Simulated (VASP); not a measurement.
CO2, 12 atoms in the cell. The structure is orthorhombic, space group Pbca (No. 61). The conventional cell has a = 5.365 Å, b = 6.119 Å, c = 5.800 Å, α = 90.00°, β = 90.00°, γ = 90.00°. Within 1.6 Å of C (site symmetry -1) lie 2 O at 1.16 Å. Within 1.6 Å of O (site symmetry 1) lie 1 C at 1.16 Å.  This cell differs from its parent crystal: normal strain along x +0.0550, normal strain along z -0.0750.

- Program: VASP 6.6.1
- Task: single point
- Functional: PBEsol
- Potentials or basis: VASP PAW PBE potentials, release 64 (C, O)
- Cutoff: 520 eV
- k mesh: 4 × 4 × 4
- Occupations: gaussian, width 0.05 eV
- Spin: no spin polarisation
- Dipole correction: no
- Further INCAR settings: ALGO = Normal; EDIFF = 1e-07; NBANDS = 44

Potentials or basis: VASP PAW PBE potentials, release 64 (C, O).

Run with:

```bash
$ cat potpaw_PBE.64/C/POTCAR potpaw_PBE.64/O/POTCAR > POTCAR
$ mpirun -np 1 vasp_std > vasp.out
```

Hardware: 1 thread of Intel(R) Xeon(R) 6975P-C (Granite Rapids), on a shared host.

How long does it take, and how much memory?

Wall time 110 s on 1 thread of Intel(R) Xeon(R) 6975P-C (Granite Rapids), with other jobs on the host, peak memory 0.37 GiB. Counts: scf iterations 15, k points 27.
